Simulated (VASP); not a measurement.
## NiO2: single point with PBEsol

The system is NiO2.

```xyz
3
Lattice="2.7988 0.0000 0.0000 -1.3994 2.4238 0.0000 0.0000 0.0000 4.6183" Properties=species:S:1:pos:R:3 pbc="T T T"
Ni    0.0000    0.0000    2.3091
O     0.0000    1.6159    1.3576
O     1.3994    0.8079    3.2607
```

* Program: VASP 6.6.1
* Task: single point
* Functional: PBEsol
* Potentials or basis: VASP PAW PBE potentials, release 64 (Ni, O)
* Cutoff: 520 eV
* k mesh: 11 × 11 × 6
* Occupations: fermi-dirac, width 0.05 eV
* Spin: collinear spin, ferromagnetic start
* Starting moments: [1.0, 0.0, 0.0] μB
* Dipole correction: no
* Further INCAR settings: ALGO = Normal; EDIFF = 1e-07; NBANDS = 22

- Pressure: -3.9 GPa
- Largest force: 0.408 eV/Å
- Band gap on the k mesh: 0.86 eV (least direct gap 1.12 eV)
- Net moment: 0.00 μB per cell
- Valence electrons inside the program's atomic spheres: Ni 9.54; O 4.89

Forces on the atoms (eV/Å):
```
Ni   0.000  0.000  0.000
O    0.000  0.000  0.408
O    0.000  0.000 -0.408
```

Stress tensor (GPa, compression positive):
```
-4.00  0.00  0.00
 0.00 -4.00  0.00
 0.00  0.00 -3.79
```

Levels at points of the mesh, in eV from the valence-band top:
Spin up:
| k point | band 7 | band 8 | band 9 | band 10 | band 11 | band 12 | band 13 | band 14 | band 15 | band 16 |
| --- | --- | --- | --- | --- | --- | --- | --- | --- | --- | --- |
| (0.00, 0.00, 0.00) | -2.12 | -1.04 | -1.04 | -0.72 | -0.42 | 2.16 | 2.16 | 7.63 | 10.99 | 14.85 |
| (0.00, 0.00, 0.50) | -2.13 | -2.02 | -1.07 | -1.07 | -0.11 | 2.21 | 2.21 | 9.72 | 9.86 | 14.09 |
Spin down:
```tsv
k point	band 9	band 10	band 11	band 12	band 13	band 14
(0.00, 0.00, 0.00)	-1.04	-0.72	-0.42	2.16	2.16	7.63
(0.00, 0.00, 0.50)	-1.07	-1.07	-0.11	2.21	2.21	9.72
```

Run time: 70 s on 1 thread of Intel(R) Xeon(R) Platinum 8488C (Sapphire Rapids) (shared host), peak memory 0.23 GiB.

Caveat: the cell stands under tension; the PAW data sets were made with another functional, which shifts forces and pressure a little; an odd mesh through Γ misses points on the zone boundary, where band edges can lie.
